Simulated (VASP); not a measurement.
Here is a VASP 6.6.1 calculation.

The input INCAR:

```
PREC = Accurate
ENCUT = 520
EDIFF = 1E-6
ISMEAR = -1
SIGMA = 0.1
LREAL = F
LASPH = T
NELM = 150
ALGO = Normal
ISIF = 2
LWAVE = F
LCHARG = F
LNONCOLLINEAR = T
MAGMOM = 0 0 0 0 0 0
LORBIT = 11
LSORBIT = T
GGA_COMPAT = F
LORBMOM = T
LMAXMIX = 4
GGA = PS
NBANDS = 33
```

Contents of KPOINTS:

```
regular mesh
0
Gamma
  7 7 4
```

File POSCAR:

```
BaY
1.0
    3.8169095700      0.0000000000      0.0000000000
   -1.9084547900      3.3055406600      0.0000000000
    0.0000000000      0.0000000000      6.0186537100
Ba Y
1 1
Direct
    0.3333333300      0.6666666700      0.0000000000
    0.6666666700      0.3333333300      0.5000000000
```

Potentials or basis: VASP PAW PBE potentials, release 64 (Ba_sv, Y_sv).

Launch:

```console
$ cat potpaw_PBE.64/Ba_sv/POTCAR potpaw_PBE.64/Y_sv/POTCAR > POTCAR
$ mpirun -np 1 vasp_ncl > vasp.out
```

Q: Predict the net moment.

A: 0.00 μB per cell.

Q: What does it give for the pressure?

A: 1.0 GPa.

Moments on the atoms (μB; x, y, z):
```
Ba  0.00 0.00 0.00
Y   0.00 0.00 0.00
```

Caveat: the PAW data sets were made with another functional, which shifts forces and pressure a little.
